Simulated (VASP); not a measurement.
# Fe (P6_3/mmc) in VASP: further runs

Runs on Fe. Level: r2SCAN. Tasks: single point.

All numbers are computed with VASP 6.6.1; they aren't measurements. Logs are shortened: lines on timing, memory, paths and dates and some standing lists are left out, and cuts for length are marked.

## (1) The cell of the first run

Symmetry: P6_3/mmc, No. 194, hexagonal system. The conventional cell has a = 2.434 Å, b = 2.434 Å, c = 3.842 Å, α = 90.00°, β = 90.00°, γ = 120.00°. Within 3.1 Å of Fe (site symmetry -6m2) lie 12 Fe at 2.38 to 2.43 Å.

This isn't the form of Fe at room conditions, which is bcc.

## (2) Single point, r2SCAN, collinear spin, ferromagnetic start

File POSCAR:

```
Fe
1.0
    2.4341575853      0.0000000000      0.0000000000
   -1.2170787927      2.1080423057      0.0000000000
    0.0000000000      0.0000000000      3.8419344700
Fe
2
Direct
    0.6666666667      0.3333333333      0.7500000000
    0.3333333333      0.6666666667      0.2500000000
```

File INCAR.step1:

```
SYSTEM = Fe
ALGO = Normal ; EDIFF = 1E-4
ENCUT = 520 ; GGA = PE
ISMEAR = -1 ; ISPIN = 2
LASPH = .True. ; LCHARG = .False.
LMAXMIX = 4 ; LREAL = .False.
LWAVE = .True. ; MAGMOM = 3 3
NBANDS = 19 ; NELM = 150
PREC = Accurate ; SIGMA = 0.05
```

File INCAR.step2:

```
SYSTEM = Fe
ALGO = Normal ; EDIFF = 1E-7
ENCUT = 520 ; ISIF = 2
ISMEAR = -1 ; ISPIN = 2
ISTART = 1 ; LASPH = .True.
LCHARG = .True. ; LELF = .True.
LMAXMIX = 4 ; LMIXTAU = .True.
LORBIT = 11 ; LREAL = .False.
LVHAR = .True. ; LWAVE = .False.
MAGMOM = 3 3 ; METAGGA = R2SCAN
NBANDS = 19 ; NELM = 150
PREC = Accurate ; SIGMA = 0.05
```

File KPOINTS:

```
k-points
0
Gamma
  12 12 7
  0 0 0
```

Potentials or basis: VASP PAW PBE potentials, release 64 (Fe).

Started as:

```bash
cat potpaw_PBE.64/Fe/POTCAR > POTCAR
cp INCAR.step1 INCAR
mpirun -np 1 vasp_std > vasp.out
cp INCAR.step2 INCAR
mpirun -np 1 vasp_std > vasp.out
```

OUTCAR:

```text
SYSTEM = Fe
   EDIFF = 1E-7
   ENCUT = 520
   ISIF = 2
   ISMEAR = -1
   ISPIN = 2
   ISTART = 1
   LASPH = .True.
   LORBIT = 11
   LREAL = .False.
   METAGGA = R2SCAN
   NELM = 150
   PREC = Accurate

 ion  position               nearest neighbor table
   1  0.667  0.333  0.750-   2 2.38   2 2.38   2 2.38   2 2.38   2 2.38   2 2.38
   2  0.333  0.667  0.250-   1 2.38   1 2.38   1 2.38   1 2.38   1 2.38   1 2.38

  LATTYP: Found a hexagonal cell.
 ALAT       =     2.4341575853
 C/A-ratio  =     1.5783425417

  Lattice vectors:

 A1 = (   2.4341575853,   0.0000000000,   0.0000000000)
 A2 = (  -1.2170787927,   2.1080423057,   0.0000000000)
 A3 = (   0.0000000000,   0.0000000000,   3.8419344700)

Analysis of symmetry for initial positions (statically):
=====================================================================
 Subroutine PRICEL returns:
 Original cell was already a primitive cell.

 Routine SETGRP: Setting up the symmetry group for a
 hexagonal supercell.

 Subroutine GETGRP returns: Found 24 space group operations
 (whereof 12 operations were pure point group operations)
 out of a pool of 24 trial point group operations.

The static configuration has the point symmetry D_3d.
 The point group associated with its full space group is D_6h.

Analysis of symmetry for dynamics (positions and initial velocities):
=====================================================================
 Subroutine PRICEL returns:
 Original cell was already a primitive cell.

 Routine SETGRP: Setting up the symmetry group for a
 hexagonal supercell.

 Subroutine GETGRP returns: Found 24 space group operations
 (whereof 12 operations were pure point group operations)
 out of a pool of 24 trial point group operations.

The dynamic configuration has the point symmetry D_3d.
 The point group associated with its full space group is D_6h.

Analysis of structural, dynamic, and magnetic symmetry:
=====================================================================
 Subroutine PRICEL returns:
 Original cell was already a primitive cell.

 Routine SETGRP: Setting up the symmetry group for a
 hexagonal supercell.

 Subroutine GETGRP returns: Found 24 space group operations
 (whereof 12 operations were pure point group operations)
 out of a pool of 24 trial point group operations.

The overall configuration has the point symmetry D_3d.
 The point group associated with its full space group is D_6h.

 Subroutine INISYM returns: Found 24 space group operations
 (whereof 12 operations are pure point group operations),
 and found     1 'primitive' translations

----------------------------------------------------------------------------------------

                                     Primitive cell

  volume of cell :      19.7141

  direct lattice vectors                    reciprocal lattice vectors
     2.434157585  0.000000000  0.000000000     0.410819746  0.237186891  0.000000000
    -1.217078793  2.108042306  0.000000000     0.000000000  0.474373781  0.000000000
     0.000000000  0.000000000  3.841934470     0.000000000  0.000000000  0.260285543

  length of vectors
     2.434157585  2.434157585  3.841934470     0.474373781  0.474373781  0.260285543

  position of ions in fractional coordinates (direct lattice)
     0.666666667  0.333333333  0.750000000
     0.333333333  0.666666667  0.250000000

  ion indices of the primitive-cell ions
   primitive index   ion index
                 1           1
                 2           2

----------------------------------------------------------------------------------------

 KPOINTS: k-points

Automatic generation of k-mesh.
 Grid dimensions read from file:
 generate k-points for:   12   12    7

 Generating k-lattice:

  Cartesian coordinates                     Fractional coordinates (reciprocal lattice)
     0.034234979  0.019765574  0.000000000     0.083333333 -0.000000000  0.000000000
     0.000000000  0.039531148  0.000000000     0.000000000  0.083333333  0.000000000
     0.000000000  0.000000000  0.037183649     0.000000000  0.000000000  0.142857143

  Length of vectors
     0.039531148  0.039531148  0.037183649

  Shift w.r.t. Gamma in fractional coordinates (k-lattice)
     0.000000000  0.000000000  0.000000000

 Subroutine IBZKPT returns following result:
 ===========================================

 Found     76 irreducible k-points:

 Following reciprocal coordinates:
            Coordinates               Weight
  0.000000  0.000000  0.000000      1.000000
  0.083333  0.000000  0.000000      6.000000
  0.166667  0.000000  0.000000      6.000000
  0.250000  0.000000  0.000000      6.000000
  0.333333  0.000000  0.000000      6.000000
  0.416667  0.000000  0.000000      6.000000
[... 16 lines left out ...]
  0.250000  0.000000  0.142857     12.000000
  0.333333  0.000000  0.142857     12.000000
 [... further k-points ...]
   k-points           NKPTS =     76   k-points in BZ     NKDIM =     76   number of bands    NBANDS=     19
   number of dos      NEDOS =    301   number of ions     NIONS =      2
   total plane-waves  NPLWV =   9720
   dimension x,y,z NGX =    18 NGY =   18 NGZ =   30
   dimension x,y,z NGXF=    36 NGYF=   36 NGZF=   60
   ions per type =               2
   NGX,Y,Z   is equivalent  to a cutoff of  12.29, 12.29, 12.98 a.u.
   NGXF,Y,Z  is equivalent  to a cutoff of  24.59, 24.59, 25.96 a.u.
 SYSTEM =  Fe
   PREC   = accura    normal or accurate (medium, high low for compatibility)
   ISTART =      1    job   : 0-new  1-cont  2-samecut
   ICHARG =      0    charge: 1-file 2-atom 10-const
   ISPIN  =      2    spin polarized calculation?
   LNONCOLLINEAR =      F non collinear calculations
   LSORBIT =      F    spin-orbit coupling
   LASPH  =      T    aspherical Exc in radial PAW
   ENCUT  =  520.0 eV  38.22 Ry    6.18 a.u.   4.53  4.53  7.14*2*pi/ulx,y,z
   NELM   =    150;   NELMIN=  2; NELMDL=  0     # of ELM steps
   EDIFF  = 0.1E-06   stopping-criterion for ELM
   LREAL  =      F    real-space projection
   EDIFFG = 0.1E-05   stopping-criterion for IOM
   NSW    =      0    number of steps for IOM
   IBRION =     -1    ionic relax: 0-MD 1-quasi-New 2-CG
   NFREE  =      0    steps in history (QN), initial steepest desc. (CG)
   ISIF   =      2    stress and relaxation
   ISYM   =      2    0-nonsym 1-usesym 2-fastsym
   POTIM  = 0.5000    time-step for ionic-motion
   TEBEG  =    0.0;   TEEND  =   0.0 temperature during run
   PSTRESS=    0.0 pullay stress
   NELECT =      16.0000    total number of electrons
   NUPDOWN=      -1.0000    fix difference up-down
   EMIN   =  10.00;   EMAX   =-10.00  energy-range for DOS
   EFERMI =   0.00;   METHOD = LEGACY
   ISMEAR =    -1;   SIGMA  =   0.05  broadening in eV -4-tet -1-fermi 0-gaus
   EFERMI_NEDOS =   21; number of points for ismear=-14 and -15
   IALGO  =     38    algorithm
   IMIX   =      4    mixing-type and parameters
     AMIX     =   0.40;   BMIX     =  1.00
     AMIX_MAG =   1.60;   BMIX_MAG =  1.00
  volume/ion in A,a.u.               =       9.86        66.52
  Fermi-wavevector in a.u.,A,eV,Ry     =   1.527058  2.885721 31.727505  2.331906
  Thomas-Fermi vector in A             =   2.635006
   LORBIT       =     11    0 simple, 1 ext, 2 COOP (PROOUT), +10 PAW based schemes
   METAGGA = R2SCAN    functional components
   LHFCALC =     F    Hartree Fock is set to
   AEXX    =    0.0000 exact exchange contribution
   IVDW    =     0    specifies the selected vdW correction
   LEPSILON=     F    determine dielectric tensor
   LRPA    =     F    only Hartree local field effects (RPA)
 spin polarized calculation
  energy-cutoff  :      520.00
  volume of cell :       19.71
 maximum number of plane-waves:       549
   NGX =  9   NGY =  9   NGZ = 15

 number of electron      16.0000009 magnetization       0.0000088

 number of electron      16.0000009 magnetization      -0.0000221

 Free energy of the ion-electron system (eV)
  ---------------------------------------------------
  ext. energy  EPLUGINS =         0.00000000
  ---------------------------------------------------
  free energy    TOTEN  =       -27.39557416 eV

  energy without entropy =      -27.37627885  energy(sigma->0) =      -27.38592651

 E-fermi :   7.1637     XC(G=0): -15.2675

 val. band max:        7.1403127469   @ k =   0.3333   0.3333   0.2857
 cond. band min:       7.1639203483   @ k =   0.3333   0.2500   0.2857
 fundamental gap:      0.0236076014
 Fermi energy:         7.1636696421

 spin component 1

 k-point     1 :       0.0000    0.0000    0.0000
  band No.  band energies     occupation
      1      -2.4668      1.00000
      2       1.7873      1.00000
      3       5.3620      1.00000
      4       5.3620      1.00000
      5       5.5231      1.00000
      6       5.8678      1.00000
[... 11 lines left out ...]
     18      35.2869      0.00000
     19      35.9056      0.00000
[... 485 lines left out ...]
 k-point    24 :       0.3333    0.0000    0.1429
  band No.  band energies     occupation
      1       1.1349      1.00000
      2       2.7359      1.00000
      3       3.2130      1.00000
      4       4.2036      1.00000
      5       5.3654      1.00000
      6       5.4355      1.00000
[... 11 lines left out ...]
     18      32.4779      0.00000
     19      34.3360      0.00000

 [... further k-points ...]

 spin component 2

 k-point     1 :       0.0000    0.0000    0.0000
  band No.  band energies     occupation
      1      -2.4668      1.00000
      2       1.7873      1.00000
      3       5.3620      1.00000
      4       5.3620      1.00000
      5       5.5231      1.00000
      6       5.8678      1.00000
[... 11 lines left out ...]
     18      35.2869      0.00000
     19      35.9056      0.00000
[... 485 lines left out ...]
 k-point    24 :       0.3333    0.0000    0.1429
  band No.  band energies     occupation
      1       1.1349      1.00000
      2       2.7359      1.00000
      3       3.2130      1.00000
      4       4.2036      1.00000
      5       5.3653      1.00000
      6       5.4355      1.00000
[... 11 lines left out ...]
     18      32.4779      0.00000
     19      34.3360      0.00000

 [... further k-points ...]
[... 5 lines left out ...]
  --------------------------------------------------------------------------------------
  -------------------------------------------------------------------------------------
  Total        0.0283343      0.0283343      0.1879304     -0.0000000      0.0000000     -0.0000000
  in kB        2.3027384      2.3027384     15.2731861     -0.0000000      0.0000000     -0.0000000
  external PRESSURE =       6.6262209 kB  Pullay stress =       0.0000000 kB

 VOLUME and BASIS-vectors are now :
 -----------------------------------------------------------------------------
  energy-cutoff  :      520.00
  volume of cell :       19.71
      direct lattice vectors                 reciprocal lattice vectors
     2.434157585  0.000000000  0.000000000     0.410819746  0.237186891  0.000000000
    -1.217078793  2.108042306  0.000000000     0.000000000  0.474373781  0.000000000
     0.000000000  0.000000000  3.841934470     0.000000000  0.000000000  0.260285543

 POSITION                                       TOTAL-FORCE (eV/Angst)
 -----------------------------------------------------------------------------------
      1.21708      0.70268      2.88145        -0.000000      0.000000      0.000000
     -0.00000      1.40536      0.96048         0.000000      0.000000      0.000000
 -----------------------------------------------------------------------------------
    total drift:                                0.000000     -0.000000     -0.000000

  FREE ENERGIE OF THE ION-ELECTRON SYSTEM (eV)
  ---------------------------------------------------
  free  energy   TOTEN  =       -27.3955741611 eV

  energy  without entropy=      -27.3762788495  energy(sigma->0) =      -27.38592651

 total charge

# of ion       s       p       d       tot
------------------------------------------
    1        0.561   0.689   6.363   7.613
    2        0.561   0.689   6.363   7.613
--------------------------------------------------
tot          1.122   1.379  12.726  15.226

 magnetization (x)

# of ion       s       p       d       tot
------------------------------------------
    1        0.000   0.000  -0.000  -0.000
    2        0.000   0.000  -0.000  -0.000
--------------------------------------------------
tot          0.000   0.000  -0.000  -0.000
```

Run time: 3.6 min. Hardware: 1 thread of Intel Xeon Platinum 8488C (Sapphire Rapids), shared host; peak memory 0.17 GiB.

What came out:

```yaml
Free_energy: -27.3956 eV
Pressure: 0.7 GPa
Band_gap_on_the_k_mesh: zero (filled and empty bands overlap)
Net_moment: 0.00 μB per cell
Valence_electrons_inside_the_program's_atomic_spheres: Fe 7.61
```

Stress tensor (GPa, compression positive):
```
0.23 0.00 0.00
0.00 0.23 0.00
0.00 0.00 1.53
```

Caveat: the PAW data sets were made with another functional, which shifts forces and pressure a little.

## (3) Single point, r2SCAN, collinear spin, ferromagnetic start

This run uses another cell than the first one, of 10.05 Å³/atom.

File POSCAR:

```
Fe
1.0
    2.4502783040      0.0000000000      0.0000000000
   -1.2251391521      2.1220032576      0.0000000000
    0.0000000000      0.0000000000      3.8673784861
Fe
2
Direct
    0.6666666667      0.3333333333      0.7500000000
    0.3333333333      0.6666666667      0.2500000000
```

File INCAR.step1:

```
PREC = Accurate
ENCUT = 520
ISMEAR = -1
SIGMA = 0.05
LREAL = F
LASPH = T
NELM = 150
ISPIN = 2
MAGMOM = 3 3
LMAXMIX = 4
NBANDS = 19
GGA = PE
ALGO = Normal
EDIFF = 1E-4
LWAVE = T
LCHARG = F
```

File INCAR.step2:

```
PREC = Accurate
ENCUT = 520
EDIFF = 1E-6
ISMEAR = -1
SIGMA = 0.05
LREAL = F
LASPH = T
NELM = 150
ALGO = Normal
ISIF = 2
LWAVE = F
LCHARG = F
ISPIN = 2
MAGMOM = 3 3
LORBIT = 11
LMAXMIX = 4
METAGGA = R2SCAN
LMIXTAU = T
NBANDS = 19
ISTART = 1
```

File KPOINTS:

```
Automatic mesh
0
Gamma
  12 12 7
```

Potentials or basis: VASP PAW PBE potentials, release 64 (Fe).

Started as:

```bash
cat potpaw_PBE.64/Fe/POTCAR > POTCAR
cp INCAR.step1 INCAR
mpirun -np 1 vasp_std > vasp.out
cp INCAR.step2 INCAR
mpirun -np 1 vasp_std > vasp.out
```

Run time: 2.6 min. Hardware: 1 thread of Intel Xeon Platinum 8488C (Sapphire Rapids), shared host; peak memory 0.16 GiB.

The run converged. Its results:

```yaml
Free_energy: -27.3896 eV
Pressure: -5.4 GPa
Band_gap_on_the_k_mesh: zero (filled and empty bands overlap)
Net_moment: 0.00 μB per cell
Valence_electrons_inside_the_program's_atomic_spheres: Fe 7.56
```

Stress tensor (GPa, compression positive):
```
-5.74  0.00  0.00
 0.00 -5.74  0.00
 0.00  0.00 -4.77
```

Levels at points of the mesh, in eV from the Fermi level:
Spin up:
| k point | band 5 | band 6 | band 7 | band 8 | band 9 | band 10 | band 11 | band 12 |
| --- | --- | --- | --- | --- | --- | --- | --- | --- |
| (0.00, 0.00, 0.00) | -1.59 | -1.26 | -1.26 | -0.92 | -0.92 | 0.44 | 0.72 | 0.72 |
| (0.50, 0.00, 0.00) | -2.09 | -1.64 | -1.12 | 0.83 | 1.07 | 1.10 | 2.76 | 5.04 |
Spin down:
| k point | band 5 | band 6 | band 7 | band 8 | band 9 | band 10 | band 11 | band 12 |
| --- | --- | --- | --- | --- | --- | --- | --- | --- |
| (0.00, 0.00, 0.00) | -1.59 | -1.26 | -1.26 | -0.92 | -0.92 | 0.44 | 0.72 | 0.72 |
| (0.50, 0.00, 0.00) | -2.09 | -1.64 | -1.12 | 0.83 | 1.07 | 1.10 | 2.76 | 5.04 |

Caveat: the cell stands under tension; the PAW data sets were made with another functional, which shifts forces and pressure a little.

[end of part 1 of 2]
